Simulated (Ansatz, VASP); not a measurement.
TiCo: VASP beside Ansatz

```
CELL_PARAMETERS angstrom
2.98873 0.00000 0.00000
0.00000 2.98873 0.00000
0.00000 0.00000 2.98873
ATOMIC_POSITIONS crystal
Ti 0.50000 0.50000 0.50000
Co 0.00000 0.00000 0.00000
```

Alike in both runs: functional r2SCAN; k mesh 14 × 14 × 14; occupations gaussian, width 0.1 eV; collinear spin.

Ansatz relaxed the structure, and its values are those at the end. VASP's run is a single point on that final structure, the one shown.

|  | VASP | Ansatz |
| --- | --- | --- |
| version | VASP 6.6.1 | Ansatz 0.2.0 |
| potentials or method | VASP PAW PBE potentials, release 64 (Ti_sv, Co), cutoff 520 eV | scalar-relativistic, plane waves, PAW |
| valence electrons in the cell | 21 | 29 |

Ansatz gave:

- gap on the k mesh at the Fermi level (eV): none
- pressure (GPa): 0.0
- net moment per atom (μB): 0.45
- size of the moment on the site where the two differ most (μB): 1.41

Estimate VASP's values.

gap on the k mesh at the Fermi level (eV): none; pressure (GPa): 0.3; net moment per atom (μB): 0.45; size of the moment on the site where the two differ most (μB): 1.38.

VASP's potentials were made for PBE, not for r2SCAN. Site moments also hang on the region over which each program counts them. A gap of «none» marks a metal or a gap that the smearing closes. VASP's potentials hold 21 valence electrons a cell and Ansatz's 29, so a difference there can come from the potentials and not from the codes.
